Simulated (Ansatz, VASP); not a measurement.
# Two plane-wave programs on Hg

INCAR

```
SYSTEM = Hg
PREC     = Accurate       ! precision mode
ENCUT    = 520            ! plane-wave cutoff, eV
EDIFF    = 1E-7           ! SCF threshold, eV
ISMEAR   = 0              ! smearing method
SIGMA    = 0.15           ! smearing width, eV
LREAL    = .False.        ! projectors in reciprocal space
LASPH    = .True.         ! aspherical terms in the spheres
NELM     = 100            ! most SCF steps
ALGO     = Fast           ! electronic algorithm
ISIF     = 2              ! what is computed and relaxed
LWAVE    = .False.        ! write WAVECAR
LCHARG   = .False.        ! write CHGCAR
GGA      = PE             ! functional
NBANDS   = 12             ! bands
```

File KPOINTS:

```
Automatic mesh
0
Gamma
  18 18 18
  0 0 0
```

POSCAR

```
Hg
1.0
    1.7300004553      0.9988162286      2.4127200000
   -1.7300004553      0.9988162286      2.4127200000
    0.0000000000     -1.9976324571      2.4127200000
Hg
1
Direct
    0.0000000000      0.0000000000      0.0000000000
```

Input for Ansatz:

```yaml
crystal:
  lattice:
    - [1.7300004553, 0.9988162286, 2.41272]
    - [-1.7300004553, 0.9988162286, 2.41272]
    - [0.0, -1.9976324571, 2.41272]
  atoms:
    - { symbol: Hg, position: [0.0, 0.0, 0.0] }
basis:
  ecutwfc: 420
kpoints:
  mp_grid: { grid: [18, 18, 18] }
hamiltonian:
  xc: pbe
scf:
  occupations: { method: gaussian, width: 0.15 }
output:
  forces: true
  stress: true
  eigenvalues: true
```

Change from the starting cell: strain +0.000 along x and y, +0.080 along z, atoms carried along.

Alike in both runs: task single point; functional PBE; k mesh 18 × 18 × 18; occupations gaussian, width 0.15 eV; no spin polarisation.

|  | VASP | Ansatz |
| --- | --- | --- |
| version | VASP 6.6.1 | Ansatz 0.2.0 |
| potentials or method | VASP PAW PBE potentials, release 64 (Hg), cutoff 520 eV | scalar-relativistic, plane waves, PAW |
| valence electrons in the cell | 12 | 20 |

```csv
,VASP,Ansatz,Ansatz less VASP
gap on the k mesh at the Fermi level (eV),none,none,-
pressure (GPa),2.5,2.3,-0.27
"traceless stress, the component that is largest in VASP (GPa)",-0.51,-0.62,-0.111
```

A gap of «none» marks a metal or a gap that the smearing closes. VASP's potentials hold 12 valence electrons a cell and Ansatz's 20, so a difference there can come from the potentials and not from the codes.

Neither program's run includes spin-orbit coupling.
